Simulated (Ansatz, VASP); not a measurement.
One calculation of AlNi3, two programs

The input INCAR:

```
SYSTEM = AlNi3
  ALGO = Normal
  EDIFF = 1E-6
  ENCUT = 520
  GGA = PE
  ISIF = 2
  ISMEAR = 1
  LASPH = .TRUE.
  LCHARG = .FALSE.
  LREAL = .FALSE.
  LWAVE = .FALSE.
  NBANDS = 24
  NELM = 60
  PREC = Accurate
  SIGMA = 0.1
```

Contents of KPOINTS:

```
k-points
0
G
  14 14 14
  0 0 0
```

POSCAR

```
AlNi3
1.0
    0.0000000000      2.8018887551      2.8018887551
    2.8018887551      0.0000000000      2.8018887551
    2.8018887551      2.8018887551      0.0000000000
Al Ni
1 3
Direct
    0.5000000000      0.5000000000      0.5000000000
    0.2500000000      0.2500000000      0.2500000000
    0.0000000000      0.0000000000      0.0000000000
    0.7500000000      0.7500000000      0.7500000000
```

Input for Ansatz:

```yaml
crystal:
  lattice:
    - [0.0, 2.8018887551, 2.8018887551]
    - [2.8018887551, 0.0, 2.8018887551]
    - [2.8018887551, 2.8018887551, 0.0]
  atoms:
    - { symbol: Al, position: [0.5, 0.5, 0.5] }
    - { symbol: Ni, position: [0.25, 0.25, 0.25] }
    - { symbol: Ni, position: [0.0, 0.0, 0.0] }
    - { symbol: Ni, position: [0.75, 0.75, 0.75] }
basis:
  ecutwfc: 420
kpoints:
  mp_grid: { grid: [14, 14, 14] }
hamiltonian:
  xc: pbe
scf:
  occupations: { method: cold, width: 0.1 }
output:
  forces: true
  stress: true
  eigenvalues: true
```

Alike in both runs: task single point; functional PBE; k mesh 14 × 14 × 14; no spin polarisation.

```csv
,VASP,Ansatz
version,VASP 6.6.1,Ansatz 0.2.0
potentials or method,"VASP PAW PBE potentials, release 64 (Al, Ni), cutoff 520 eV","scalar-relativistic, plane waves, PAW"
occupations,"methfessel-paxton of order 1, width 0.1 eV","cold, width 0.1 eV"
valence electrons in the cell,33,57
```

Ansatz gave:

| Item | Value |
| --- | --- |
| gap on the k mesh at the Fermi level (eV) | none |
| pressure (GPa) | 7.1 |

**Question.** Estimate VASP's values.

**Answer.** gap on the k mesh at the Fermi level (eV): none; pressure (GPa): 7.0.

A gap of «none» marks a metal or a gap that the smearing closes. VASP's potentials hold 33 valence electrons a cell and Ansatz's 57, so a difference there can come from the potentials and not from the codes.
